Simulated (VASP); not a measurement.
Set up this calculation in VASP 6.6.1, as the native input.

```
Task                   : single point
Functional             : r2SCAN
Potentials or basis    : VASP PAW PBE potentials, release 64 (Ca_sv, O_h)
Cutoff                 : 910 eV
k mesh                 : 8 × 8 × 8
Occupations            : gaussian, width 0.05 eV
Spin                   : no spin polarisation
Dipole correction      : no
Further INCAR settings : ALGO = Normal; EDIFF = 1e-06; NBANDS = 15
```

Crystal: CaO.

```
CELL_PARAMETERS angstrom
0.00000 2.25308 2.54696
2.25308 0.00000 2.54696
2.25308 2.25308 0.00000
ATOMIC_POSITIONS crystal
Ca 0.00000 0.00000 0.00000
O 0.50000 0.50000 0.50000
```

This cell differs from its parent crystal: strain -0.080 along x and y, +0.040 along z.

These files were run (other wordings do the same):

POSCAR

```
CaO
1.0
    0.0000000000      2.2530800000      2.5469600000
    2.2530800000      0.0000000000      2.5469600000
    2.2530800000      2.2530800000      0.0000000000
Ca O
1 1
Direct
    0.0000000000      0.0000000000      0.0000000000
    0.5000000000      0.5000000000      0.5000000000
```

INCAR.step1

```
SYSTEM = CaO
PREC = Accurate
ENCUT = 910
ISMEAR = 0
SIGMA = 0.05
LREAL = .False.
LASPH = .True.
NELM = 120
NBANDS = 15
GGA = PE
ALGO = Normal
EDIFF = 1E-5
LWAVE = .True.
LCHARG = .False.
GGA_COMPAT = .False.
```

INCAR.step2

```
SYSTEM = CaO
PREC = Accurate
ENCUT = 910
EDIFF = 1E-6
ISMEAR = 0
SIGMA = 0.05
LREAL = .False.
LASPH = .True.
NELM = 120
ALGO = Normal
ISIF = 2
LWAVE = .False.
LCHARG = .False.
METAGGA = R2SCAN
LMIXTAU = .True.
NBANDS = 15
ISTART = 1
GGA_COMPAT = .False.
```

KPOINTS

```
Automatic mesh
0
Gamma
  8 8 8
  0 0 0
```

Potentials or basis: VASP PAW PBE potentials, release 64 (Ca_sv, O_h).

Run with:

```console
$ cat potpaw_PBE.64/Ca_sv/POTCAR potpaw_PBE.64/O_h/POTCAR > POTCAR
$ cp INCAR.step1 INCAR
$ mpirun -np 1 vasp_std > vasp.out
$ cp INCAR.step2 INCAR
$ mpirun -np 1 vasp_std > vasp.out
```

It gave:

```json
{"Pressure": "14.3 GPa", "Band gap on the k mesh": "3.99 eV (least direct gap 4.36 eV)"}
```

Caveat: the cell differs from its parent crystal (strain -0.080 along x and y, +0.040 along z); the cutoff is under 1.25 times the usual one of these potentials, so pressure, stress and relaxed cells hold a basis-set (Pulay) error; the cell stands under pressure; the PAW data sets were made with another functional, which shifts forces and pressure a little.

It took 2.4 min on 1 thread of Intel(R) Xeon(R) Platinum 8375C CPU @ 2.90GHz (Ice Lake) (shared host), peak memory 0.24 GiB.
